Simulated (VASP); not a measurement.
Wanted: the native input for a VASP 6.6.1 run.

```yaml
Task: single point
Functional: r2SCAN
Potentials_or_basis: VASP PAW PBE potentials, release 64 (Sr_sv)
Cutoff: 550 eV
k_mesh: 10 × 10 × 10
Occupations: fermi-dirac, width 0.1 eV
Spin: no spin polarisation
Dipole_correction: no
Further_INCAR_settings: ALGO = Normal; EDIFF = 1e-06; NBANDS = 11
```

The system is Sr.

```
CELL_PARAMETERS angstrom
0.00000 3.02680 3.02680
3.02680 0.00000 3.02680
3.02680 3.02680 0.00000
ATOMIC_POSITIONS crystal
Sr 0.00000 0.00000 0.00000
```

These files were run (other wordings do the same):

POSCAR

```
Sr
1.0
    0.0000000000      3.0267972530      3.0267972530
    3.0267972530      0.0000000000      3.0267972530
    3.0267972530      3.0267972530      0.0000000000
Sr
1
Direct
    0.0000000000      0.0000000000      0.0000000000
```

INCAR.step1

```
ALGO = Normal
EDIFF = 1E-5
ENCUT = 550
GGA = PE
GGA_COMPAT = F
ISMEAR = -1
LASPH = T
LCHARG = F
LREAL = F
LWAVE = T
NBANDS = 11
NELM = 120
PREC = Accurate
SIGMA = 0.1
```

INCAR.step2

```
ALGO = Normal
EDIFF = 1E-6
ENCUT = 550
GGA_COMPAT = F
ISIF = 2
ISMEAR = -1
ISTART = 1
LASPH = T
LCHARG = F
LMIXTAU = T
LREAL = F
LWAVE = F
METAGGA = R2SCAN
NBANDS = 11
NELM = 120
PREC = Accurate
SIGMA = 0.1
```

KPOINTS

```
k-points
0
Gamma
  10 10 10
```

Potentials or basis: VASP PAW PBE potentials, release 64 (Sr_sv).

Launch:

```console
$ cat potpaw_PBE.64/Sr_sv/POTCAR > POTCAR
$ cp INCAR.step1 INCAR
$ mpirun -np 1 vasp_std > vasp.out
$ cp INCAR.step2 INCAR
$ mpirun -np 1 vasp_std > vasp.out
```

Results of the run:

```yaml
Pressure: 0.3 GPa
Band_gap_on_the_k_mesh: zero (bands 5 and 6 overlap by 0.10 eV)
```

Caveat: the PAW data sets were made with another functional, which shifts forces and pressure a little.

It took 120 s on 1 thread of Intel Xeon 8259CL, on a shared host, peak memory 0.23 GiB.
